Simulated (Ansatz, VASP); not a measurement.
**Mg5Te2: VASP beside Ansatz**

```
CELL_PARAMETERS angstrom
4.78891 0.00000 0.00000
-2.39446 4.14732 0.00000
0.00000 0.00000 9.91782
ATOMIC_POSITIONS crystal
Mg 0.66667 0.33333 0.50000
Mg 0.33333 0.66667 0.84019
Mg 0.33333 0.66667 0.15981
Mg 0.00000 0.00000 0.70402
Mg 0.00000 0.00000 0.29598
Te 0.66667 0.33333 0.00000
Te 0.33333 0.66667 0.50000
```

Alike in both runs: functional PBE; k mesh 4 × 4 × 2; occupations gaussian, width 0.2 eV; no spin polarisation.

Ansatz relaxed the structure, and its values are those at the end. VASP's run is a single point on that final structure, the one shown.

```csv
,VASP,Ansatz
version,VASP 6.6.1,Ansatz 0.2.0
potentials or method,"VASP PAW PBE potentials, release 64 (Mg, Te), cutoff 600 eV","scalar-relativistic, plane waves, PAW"
valence electrons in the cell,22,82
```

|  | VASP | Ansatz | Ansatz less VASP |
| --- | --- | --- | --- |
| gap on the k mesh at the Fermi level (eV) | none | none | - |
| pressure (GPa) | 0.0 | 0.0 | +0.04 |
| rms of the force components (eV/Å) | 0.005 | 0.005 | +0.0001 |

A gap of «none» marks a metal or a gap that the smearing closes. VASP's potentials hold 22 valence electrons a cell and Ansatz's 82, so a difference there can come from the potentials and not from the codes.

The k mesh is coarse, so the values compare programs but aren't converged. Neither program's run includes spin-orbit coupling.
